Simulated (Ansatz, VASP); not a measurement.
Ta in VASP and in Ansatz

```
CELL_PARAMETERS angstrom
-1.65128 1.65128 1.65128
1.65128 -1.65128 1.65128
3.30256 3.30256 0.00000
ATOMIC_POSITIONS crystal
Ta 0.00963 0.99037 0.00000
Ta 0.49037 0.50963 0.50000
```

Change from the starting cell: mode 4 (89.6 1/cm) frozen in, largest displacement +0.045 Å.

Alike in both runs: task single point; functional LDA; k mesh 18 × 18 × 10; occupations gaussian, width 0.15 eV; no spin polarisation.

```csv
,VASP,Ansatz
version,VASP 6.6.1,Ansatz 0.2.0
potentials or method,"VASP PAW LDA potentials, release 64 (Ta_pv), cutoff 520 eV","scalar-relativistic, plane waves, PAW"
valence electrons in the cell,22,26
```

Ansatz gave:

```
gap on the k mesh at the Fermi level (eV)                     : none
pressure (GPa)                                                : -9.0
traceless stress, the component that is largest in VASP (GPa) : 0.13
rms of the force components (eV/Å)                            : 0.140
```

Q: Estimate VASP's values.

A: gap on the k mesh at the Fermi level (eV): none; pressure (GPa): -8.3; traceless stress, the component that is largest in VASP (GPa): 0.13; rms of the force components (eV/Å): 0.141.

LDA's correlation is that of Perdew and Zunger in VASP and of Perdew and Wang (1992) in Ansatz. Atom by atom the forces differ by 0.001 eV/Å (rms over components). A gap of «none» marks a metal or a gap that the smearing closes. VASP's potentials hold 22 valence electrons a cell and Ansatz's 26, so a difference there can come from the potentials and not from the codes.

Neither program's run includes spin-orbit coupling.
